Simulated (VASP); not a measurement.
Here is a VASP 6.6.1 calculation.

INCAR

```
SYSTEM = KI
ALGO = Normal ; EDIFF = 1E-6
ENCUT = 520 ; GGA = PE
ISIF = 2 ; ISMEAR = -1
LASPH = .TRUE. ; LCHARG = .TRUE.
LELF = .TRUE. ; LREAL = .FALSE.
LVHAR = .TRUE. ; LWAVE = .FALSE.
NBANDS = 15 ; NELM = 60
PREC = Accurate ; SIGMA = 0.02
```

The input KPOINTS:

```
k-points
0
G
  6 6 6
  0 0 0
```

Contents of POSCAR:

```
KI
1.0
    0.0000000000      3.4368924838      3.5442842980
    3.4368924838      0.0000000000      3.5442842980
    3.4368924838      3.4368924838      0.0000000000
K I
1 1
Direct
    0.0000000000      0.0000000000      0.0000000000
    0.5000000000      0.5000000000      0.5000000000
```

Potentials or basis: VASP PAW PBE potentials, release 64 (K_sv, I).

Launch:

```sh
$ cat potpaw_PBE.64/K_sv/POTCAR potpaw_PBE.64/I/POTCAR > POTCAR
$ mpirun -np 1 vasp_std > vasp.out
```

Q: Predict the pressure.

A: 1.5 GPa.

Q: Estimate the band gap on the k mesh.

A: 4.08 eV, direct.

Stress tensor (GPa, compression positive):
```
1.79 0.00 0.00
0.00 1.79 0.00
0.00 0.00 0.77
```

Caveat: the cell differs from its parent crystal (biaxial xy strain -3.0%); spin-orbit coupling is left out, which moves the levels of the heavy elements.
